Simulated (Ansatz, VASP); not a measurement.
**WSe2 in VASP and in Ansatz**

```
CELL_PARAMETERS angstrom
3.32099 0.00000 0.00000
-1.66050 2.87606 0.00000
0.00000 0.00000 15.04294
ATOMIC_POSITIONS crystal
W 0.66667 0.33333 0.75000
W 0.33333 0.66667 0.25000
Se 0.33333 0.66667 0.86155
Se 0.66667 0.33333 0.36155
Se 0.33333 0.66667 0.63845
Se 0.66667 0.33333 0.13845
```

Alike in both runs: task relaxation of cell and atoms; functional PBE; k mesh 12 × 12 × 2; occupations gaussian, width 0.02 eV; no spin polarisation.

|  | VASP | Ansatz |
| --- | --- | --- |
| version | VASP 6.6.1 | Ansatz 0.2.0 |
| potentials or method | VASP PAW PBE potentials, release 64 (W_sv, Se), cutoff 600 eV | scalar-relativistic, plane waves, PAW |
| valence electrons in the cell | 52 | 92 |

```csv
,VASP,Ansatz,Ansatz less VASP
"gap on the k mesh at the Fermi level, each at its own relaxed structure (eV)",1.45,1.46,+0.005
relaxed volume (Å³/atom),23.99,23.95,-0.044
relaxed length of the cell vector where the two differ most in proportion (Å),15.055,15.043,-0.0124
```

VASP's potentials hold 52 valence electrons a cell and Ansatz's 92, so a difference there can come from the potentials and not from the codes.

Spin-orbit coupling is off throughout.
